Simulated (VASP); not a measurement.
# Zr2Si4GePd (Pmmn) in VASP: single point with PBE

Aim: the single point of Zr2Si4GePd with PBE.

All numbers are computed with VASP 6.6.1; they aren't measurements. Logs are shortened: lines on timing, memory, paths and dates and some standing lists are left out, and cuts for length are marked.

### Step 1. The cell of the first run

It takes space group Pmmn (No. 59, orthorhombic). Conventional cell: a = 3.654 Å, b = 3.876 Å, c = 19.543 Å, α = 90.00°, β = 90.00°, γ = 90.00°. Zr (site symmetry mm2) has 10 Si at 2.79 to 3.73 Å and 4 Pd at 3.08 Å and 6 Zr at 3.58 to 3.88 Å within 3.9 Å. Within 3.9 Å of Zr (site symmetry mm2) lie 8 Si at 2.80 to 3.72 Å and 4 Ge at 3.09 Å and 6 Zr at 3.58 to 3.88 Å. Within 3.2 Å of Si (site symmetry mm2) lie 4 Pd at 2.44 to 2.45 Å and 4 Si at 2.67 Å. Si (site symmetry mm2) has 2 Si at 2.34 Å and 1 Pd at 2.38 Å and 6 Zr at 2.79 to 2.85 Å within 3.1 Å. Si (site symmetry mm2) has 4 Ge at 2.56 to 3.10 Å and 4 Si at 2.79 Å within 3.4 Å. Within 3.1 Å of Si (site symmetry mm2) lie 2 Si at 2.34 Å and 1 Ge at 2.44 Å and 6 Zr at 2.80 to 2.81 Å. Ge (site symmetry mm2) has 5 Si at 2.44 to 3.10 Å and 4 Zr at 3.09 Å within 3.2 Å. Within 3.1 Å of Pd (site symmetry mm2) lie 5 Si at 2.38 to 2.45 Å and 4 Zr at 3.08 Å.

### Step 2. Single point, PBE

File INCAR:

```
SYSTEM = Zr2Si4GePd
PREC = Accurate
ENCUT = 520
EDIFF = 1E-6
ISMEAR = 0
SIGMA = 0.1
LREAL = Auto
LASPH = .True.
NELM = 100
ALGO = Normal
ISIF = 2
LWAVE = .False.
LCHARG = .False.
GGA = PE
NBANDS = 78
```

File KPOINTS:

```
Automatic mesh
0
Gamma
  8 8 2
  0 0 0
```

File POSCAR:

```
Zr2Si4GePd
1.0
    3.6544485448      0.0000000000      0.0000000000
    0.0000000000      3.8756232024      0.0000000000
    0.0000000000      0.0000000000     19.5432078787
Zr Si Ge Pd
4 8 2 2
Direct
    0.5000000000      1.0000000000      0.1590307877
    0.0000000000      0.5000000000      0.8409692123
    1.0000000000      0.0000000000      0.6870390033
    0.5000000000      0.5000000000      0.3129609967
    0.0000000000      0.0000000000      0.0038799332
    0.5000000000      0.5000000000      0.9961200668
    0.0000000000      0.5000000000      0.2011291652
    0.5000000000      0.0000000000      0.7988708348
    0.5000000000      0.0000000000      0.5211352036
    1.0000000000      0.5000000000      0.4788647964
    1.0000000000      1.0000000000      0.2680216742
    0.5000000000      0.5000000000      0.7319783258
    1.0000000000      1.0000000000      0.3929617654
    0.5000000000      0.5000000000      0.6070382346
    0.5000000000      0.0000000000      0.9204839130
    0.0000000000      0.5000000000      0.0795160870
```

Potentials or basis: VASP PAW PBE potentials, release 64 (Zr_sv, Si, Ge_d, Pd).

Launch:

```bash
> cat potpaw_PBE.64/Zr_sv/POTCAR potpaw_PBE.64/Si/POTCAR potpaw_PBE.64/Ge_d/POTCAR potpaw_PBE.64/Pd/POTCAR > POTCAR
> mpirun -np 1 vasp_std > vasp.out
```

OUTCAR:

```text
SYSTEM = Zr2Si4GePd
   PREC = Accurate
   ENCUT = 520
   EDIFF = 1E-6
   ISMEAR = 0
   LREAL = Auto
   LASPH = .True.
   NELM = 100
   ISIF = 2
   GGA = PE

 ion  position               nearest neighbor table
   1  0.500  0.000  0.159-   7 2.79   7 2.79   7 2.79   7 2.79  11 2.81  11 2.81  16 3.08  16 3.08
                            16 3.08  16 3.08   4 3.58   4 3.58
   2  0.000  0.500  0.841-   8 2.79   8 2.79   8 2.79   8 2.79  12 2.81  12 2.81  15 3.08  15 3.08
                            15 3.08  15 3.08   3 3.58   3 3.58
   3  0.000  0.000  0.687-  12 2.80  12 2.80  12 2.80  12 2.80   8 2.85   8 2.85  14 3.09  14 3.09
                            14 3.09  14 3.09   2 3.58   2 3.58
   4  0.500  0.500  0.313-  11 2.80  11 2.80  11 2.80  11 2.80   7 2.85   7 2.85  13 3.09  13 3.09
                            13 3.09  13 3.09   1 3.58   1 3.58
   5  0.000  0.000  0.004-  16 2.44  16 2.44  15 2.45  15 2.45   6 2.67   6 2.67   6 2.67   6 2.67

   6  0.500  0.500  0.996-  15 2.44  15 2.44  16 2.45  16 2.45   5 2.67   5 2.67   5 2.67   5 2.67

   7  0.000  0.500  0.201-  11 2.34  11 2.34  16 2.38   1 2.79   1 2.79   1 2.79   1 2.79   4 2.85
                             4 2.85
   8  0.500  0.000  0.799-  12 2.34  12 2.34  15 2.38   2 2.79   2 2.79   2 2.79   2 2.79   3 2.85
                             3 2.85
   9  0.500  0.000  0.521-  14 2.56  14 2.56  10 2.79  10 2.79  10 2.79  10 2.79
  10  0.000  0.500  0.479-  13 2.56  13 2.56   9 2.79   9 2.79   9 2.79   9 2.79
  11  0.000  0.000  0.268-   7 2.34   7 2.34  13 2.44   4 2.80   4 2.80   4 2.80   4 2.80   1 2.81
                             1 2.81
  12  0.500  0.500  0.732-   8 2.34   8 2.34  14 2.44   3 2.80   3 2.80   3 2.80   3 2.80   2 2.81
                             2 2.81
  13  0.000  0.000  0.393-  11 2.44  10 2.56  10 2.56   4 3.09   4 3.09   4 3.09   4 3.09
  14  0.500  0.500  0.607-  12 2.44   9 2.56   9 2.56   3 3.09   3 3.09   3 3.09   3 3.09
  15  0.500  0.000  0.920-   8 2.38   6 2.44   6 2.44   5 2.45   5 2.45   2 3.08   2 3.08   2 3.08
                             2 3.08
  16  0.000  0.500  0.080-   7 2.38   5 2.44   5 2.44   6 2.45   6 2.45   1 3.08   1 3.08   1 3.08
                             1 3.08

  LATTYP: Found a simple orthorhombic cell.
 ALAT       =     3.6544485448
 B/A-ratio  =     1.0605220336
 C/A-ratio  =     5.3477857573

  Lattice vectors:

 A1 = (   3.6544485448,   0.0000000000,   0.0000000000)
 A2 = (   0.0000000000,   3.8756232024,   0.0000000000)
 A3 = (   0.0000000000,   0.0000000000,  19.5432078787)

Analysis of symmetry for initial positions (statically):
=====================================================================
 Subroutine PRICEL returns:
 Original cell was already a primitive cell.

 Routine SETGRP: Setting up the symmetry group for a
 simple orthorhombic supercell.

 Subroutine GETGRP returns: Found  8 space group operations
 (whereof  4 operations were pure point group operations)
 out of a pool of  8 trial point group operations.

The static configuration has the point symmetry C_2v.
 The point group associated with its full space group is D_2h.

Analysis of symmetry for dynamics (positions and initial velocities):
=====================================================================
 Subroutine PRICEL returns:
 Original cell was already a primitive cell.

 Routine SETGRP: Setting up the symmetry group for a
 simple orthorhombic supercell.

 Subroutine GETGRP returns: Found  8 space group operations
 (whereof  4 operations were pure point group operations)
 out of a pool of  8 trial point group operations.

The dynamic configuration has the point symmetry C_2v.
 The point group associated with its full space group is D_2h.

 Subroutine INISYM returns: Found  8 space group operations
 (whereof  4 operations are pure point group operations),
 and found     1 'primitive' translations

----------------------------------------------------------------------------------------

                                     Primitive cell

  volume of cell :     276.7956

  direct lattice vectors                    reciprocal lattice vectors
     3.654448545  0.000000000  0.000000000     0.273639097  0.000000000  0.000000000
     0.000000000  3.875623202  0.000000000     0.000000000  0.258023019  0.000000000
     0.000000000  0.000000000 19.543207879     0.000000000  0.000000000  0.051168672

  length of vectors
     3.654448545  3.875623202 19.543207879     0.273639097  0.258023019  0.051168672

  position of ions in fractional coordinates (direct lattice)
     0.500000000  0.000000000  0.159030788
     0.000000000  0.500000000  0.840969212
     0.000000000  0.000000000  0.687039003
[... 45 lines left out ...]
     0.000000000  0.032252877  0.000000000     0.000000000  0.125000000  0.000000000
     0.000000000  0.000000000  0.025584336     0.000000000  0.000000000  0.500000000

  Length of vectors
     0.034204887  0.032252877  0.025584336

  Shift w.r.t. Gamma in fractional coordinates (k-lattice)
     0.000000000  0.000000000  0.000000000

 Subroutine IBZKPT returns following result:
 ===========================================

 Found     50 irreducible k-points:

 Following reciprocal coordinates:
            Coordinates               Weight
  0.000000  0.000000  0.000000      1.000000
  0.125000  0.000000  0.000000      2.000000
  0.250000  0.000000  0.000000      2.000000
  0.375000  0.000000  0.000000      2.000000
  0.500000  0.000000  0.000000      1.000000
  0.000000  0.125000  0.000000      2.000000
[... 16 lines left out ...]
  0.250000  0.500000  0.000000      2.000000
  0.375000  0.500000  0.000000      2.000000
 [... further k-points ...]
   k-points           NKPTS =     50   k-points in BZ     NKDIM =     50   number of bands    NBANDS=     78
   number of dos      NEDOS =    301   number of ions     NIONS =     16
   total plane-waves  NPLWV = 126000
   dimension x,y,z NGX =    28 NGY =   30 NGZ =  150
   dimension x,y,z NGXF=    56 NGYF=   60 NGZF=  300
   ions per type =               4   8   2   2
   NGX,Y,Z   is equivalent  to a cutoff of  12.74, 12.87, 12.76 a.u.
   NGXF,Y,Z  is equivalent  to a cutoff of  25.48, 25.74, 25.52 a.u.
 SYSTEM =  Zr2Si4GePd
   PREC   = accura    normal or accurate (medium, high low for compatibility)
   ISTART =      0    job   : 0-new  1-cont  2-samecut
   ICHARG =      2    charge: 1-file 2-atom 10-const
   ISPIN  =      1    spin polarized calculation?
   LNONCOLLINEAR =      F non collinear calculations
   LSORBIT =      F    spin-orbit coupling
   LASPH  =      T    aspherical Exc in radial PAW
   ENCUT  =  520.0 eV  38.22 Ry    6.18 a.u.   6.79  7.21 36.34*2*pi/ulx,y,z
   NELM   =    100;   NELMIN=  2; NELMDL= -5     # of ELM steps
   EDIFF  = 0.1E-05   stopping-criterion for ELM
   LREAL  =      T    real-space projection
   EDIFFG = 0.1E-04   stopping-criterion for IOM
   NSW    =      0    number of steps for IOM
   IBRION =     -1    ionic relax: 0-MD 1-quasi-New 2-CG
   NFREE  =      0    steps in history (QN), initial steepest desc. (CG)
   ISIF   =      2    stress and relaxation
   ISYM   =      2    0-nonsym 1-usesym 2-fastsym
   POTIM  = 0.5000    time-step for ionic-motion
   TEBEG  =    0.0;   TEEND  =   0.0 temperature during run
   PSTRESS=    0.0 pullay stress
   NELECT =     128.0000    total number of electrons
   NUPDOWN=      -1.0000    fix difference up-down
   EMIN   =  10.00;   EMAX   =-10.00  energy-range for DOS
   EFERMI =   0.00;   METHOD = LEGACY
   ISMEAR =     0;   SIGMA  =   0.10  broadening in eV -4-tet -1-fermi 0-gaus
   EFERMI_NEDOS =   21; number of points for ismear=-14 and -15
   IALGO  =     38    algorithm
   IMIX   =      4    mixing-type and parameters
     AMIX     =   0.40;   BMIX     =  1.00
     AMIX_MAG =   1.60;   BMIX_MAG =  1.00
  volume/ion in A,a.u.               =      17.30       116.74
  Fermi-wavevector in a.u.,A,eV,Ry     =   1.265975  2.392346 21.805952  1.602692
  Thomas-Fermi vector in A             =   2.399200
   LORBIT       =      0    0 simple, 1 ext, 2 COOP (PROOUT), +10 PAW based schemes
   GGA     = PE    functional components
   LHFCALC =     F    Hartree Fock is set to
   AEXX    =    0.0000 exact exchange contribution
   IVDW    =     0    specifies the selected vdW correction
   LEPSILON=     F    determine dielectric tensor
   LRPA    =     F    only Hartree local field effects (RPA)
 non-spin polarized calculation
 Gauss-broadening in eV      SIGMA  =   0.10
  energy-cutoff  :      520.00
  volume of cell :      276.80
 maximum number of plane-waves:      7518
 NGX is ok and might be reduce to    28
   NGX = 13   NGY = 15   NGZ = 73

 number of electron     128.0000052 magnetization

 Free energy of the ion-electron system (eV)
  ---------------------------------------------------
  ext. energy  EPLUGINS =         0.00000000
  ---------------------------------------------------
  free energy    TOTEN  =      -103.20405305 eV

  energy without entropy =     -103.17188182  energy(sigma->0) =     -103.18796743

 E-fermi :   9.4034     XC(G=0): -11.2749

 val. band max:        9.4021742194   @ k =   0.2500   0.3750   0.0000
 cond. band min:       9.4082978448   @ k =   0.1250   0.0000   0.5000
 fundamental gap:      0.0061236254
 Fermi energy:         9.4033770820

 k-point     1 :       0.0000    0.0000    0.0000
  band No.  band energies     occupation
      1     -39.8586      2.00000
      2     -39.8586      2.00000
      3     -39.7992      2.00000
      4     -39.7992      2.00000
      5     -18.0239      2.00000
      6     -18.0237      2.00000
[... 1885 lines left out ...]
     75      12.0952      0.00000
     76      12.0991      0.00000

 [... further k-points ...]

 [bands above 76 left out]

------------------------ aborting loop because EDIFF is reached ----------------------------------------

  FORCE on cell =-STRESS in cart. coord.  units (eV):
  Direction    XX          YY          ZZ          XY          YZ          ZX
  --------------------------------------------------------------------------------------
  -------------------------------------------------------------------------------------
  Total       -0.0263081     -0.1035198      0.0512202      0.0000000      0.0000000      0.0000000
  in kB       -0.1522791     -0.5992039      0.2964782      0.0000000      0.0000000      0.0000000
  external PRESSURE =      -0.1516683 kB  Pullay stress =       0.0000000 kB

 VOLUME and BASIS-vectors are now :
 -----------------------------------------------------------------------------
  energy-cutoff  :      520.00
  volume of cell :      276.80
      direct lattice vectors                 reciprocal lattice vectors
     3.654448545  0.000000000  0.000000000     0.273639097  0.000000000  0.000000000
     0.000000000  3.875623202  0.000000000     0.000000000  0.258023019  0.000000000
     0.000000000  0.000000000 19.543207879     0.000000000  0.000000000  0.051168672

 POSITION                                       TOTAL-FORCE (eV/Angst)
 -----------------------------------------------------------------------------------
      1.82722      0.00000      3.10797         0.000000      0.000000     -0.010517
      0.00000      1.93781     16.43524         0.000000      0.000000      0.010517
      0.00000      0.00000     13.42695         0.000000      0.000000     -0.000197
      1.82722      1.93781      6.11626         0.000000      0.000000      0.000197
      0.00000      0.00000      0.07583         0.000000      0.000000     -0.003375
      1.82722      1.93781     19.46738         0.000000      0.000000      0.003375
[... 8 lines left out ...]
      1.82722      0.00000     17.98921         0.000000      0.000000     -0.004900
      0.00000      1.93781      1.55400         0.000000      0.000000      0.004900
 -----------------------------------------------------------------------------------
    total drift:                                0.000000      0.000000      0.000000

  FREE ENERGIE OF THE ION-ELECTRON SYSTEM (eV)
  ---------------------------------------------------
  free  energy   TOTEN  =      -103.2040530473 eV

  energy  without entropy=     -103.1718818193  energy(sigma->0) =     -103.18796743
```

It took 22 min on 1 thread of AMD EPYC 9R45 (Zen 5), shared host; peak memory 0.75 GiB.

What came out:

| Property | Result |
| --- | --- |
| Free energy | -103.2041 eV |
| Pressure | 0.0 GPa |
| Largest force | 0.015 eV/Å |
| Band gap on the k mesh | zero (bands 64 and 65 overlap by 0.66 eV) |

Forces in eV/Å, atoms in the order of the input:
```
Zr   0.000  0.000 -0.011
Zr   0.000  0.000  0.011
Zr   0.000  0.000  0.000
Zr   0.000  0.000  0.000
Si   0.000  0.000 -0.003
Si   0.000  0.000  0.003
Si   0.000  0.000  0.015
Si   0.000  0.000 -0.015
Si   0.000  0.000  0.001
Si   0.000  0.000 -0.001
Si   0.000  0.000 -0.006
Si   0.000  0.000  0.006
Ge   0.000  0.000  0.003
Ge   0.000  0.000 -0.003
Pd   0.000  0.000 -0.005
Pd   0.000  0.000  0.005
```

Levels at points of the mesh, in eV from the Fermi level:
```
           k point  band 60  band 61  band 62  band 63  band 64  band 65  band 66  band 67  band 68  band 69
(0.00, 0.00, 0.00)    -1.13    -0.80     0.11     0.18     0.48     0.75     0.79     0.81     0.82     1.28
(0.50, 0.00, 0.00)    -0.92    -0.69    -0.69    -0.53    -0.53    -0.03    -0.03    -0.03    -0.03     0.99
(0.00, 0.50, 0.00)    -1.13    -0.62    -0.62     0.44     0.44     0.75     0.75     1.27     1.27     1.47
(0.50, 0.50, 0.00)    -2.29    -2.21    -2.21    -1.87    -1.87     0.98     0.98     1.28     1.28     1.66
(0.00, 0.00, 0.50)    -1.12    -0.80     0.13     0.18     0.27     0.72     0.81     0.82     1.11     1.18
(0.50, 0.00, 0.50)    -1.11    -0.72    -0.72    -0.54    -0.54    -0.02    -0.02     0.09     0.09     0.99
(0.00, 0.50, 0.50)    -1.42    -0.57    -0.57     0.44     0.44     0.74     0.74     1.30     1.30     1.48
(0.50, 0.50, 0.50)    -2.30    -2.21    -2.21    -1.87    -1.87     0.97     0.97     1.26     1.26     1.68
```
